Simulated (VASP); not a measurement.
Wanted: the native input for a VASP 6.6.1 run.

- Task: relaxation of cell and atoms
- Functional: PBE
- Potentials or basis: VASP PAW PBE potentials, release 64 (Ag, Pd)
- Cutoff: 600 eV
- k mesh: 14 × 14 × 14
- Occupations: gaussian, width 0.1 eV
- Spin: no spin polarisation
- Dipole correction: no
- Further INCAR settings: ALGO = Fast; EDIFF = 1e-06; IBRION = 2; EDIFFG = -0.01; NSW = 100; ISIF = 3

The structure of Ag2Pd lies in POSCAR:

```
Ag2Pd
1.0
    0.0000000000      3.1206596832      3.1206596832
    3.1206596832      0.0000000000      3.1206596832
    3.1206596832      3.1206596832      0.0000000000
Ag Pd
2 1
Direct
    0.2500000000      0.2500000000      0.2500000000
    0.7500000000      0.7500000000      0.7500000000
    0.0000000000      0.0000000000      0.0000000000
```

The input as run:

INCAR

```
PREC = Accurate
ENCUT = 600
EDIFF = 1E-6
ISMEAR = 0
SIGMA = 0.1
LREAL = F
LASPH = T
NELM = 80
ALGO = Fast
ISIF = 3
LWAVE = F
LCHARG = F
GGA = PE
IBRION = 2
NSW = 100
EDIFFG = -0.01
```

KPOINTS

```
regular mesh
0
Gamma
  14 14 14
```

Potentials or basis: VASP PAW PBE potentials, release 64 (Ag, Pd).

Command:

```sh
$ cat potpaw_PBE.64/Ag/POTCAR potpaw_PBE.64/Pd/POTCAR > POTCAR
$ mpirun -np 1 vasp_std > vasp.out
```

It gave:

```json
{
 "Relaxed volume": "20.35 Å³/atom",
 "Relaxed cell": "a = 4.420 Å, b = 4.420 Å, c = 4.420 Å, α = 60.00°, β = 60.00°, γ = 60.00°",
 "Space group after relaxing (to 0.05 Å)": "Fm-3m (No. 225)",
 "Energy gained by relaxing": "0.1 meV/atom",
 "Ionic steps": "3",
 "Pressure after relaxing": "0.0 GPa",
 "Band gap on the k mesh": "zero (band 16 reaches 6.18 eV, above the bottom of band 17 at 5.69 eV)"
}
```

Wall time 4.1 min on 1 thread of Intel Xeon 6975P-C (shared host), peak memory 0.33 GiB.
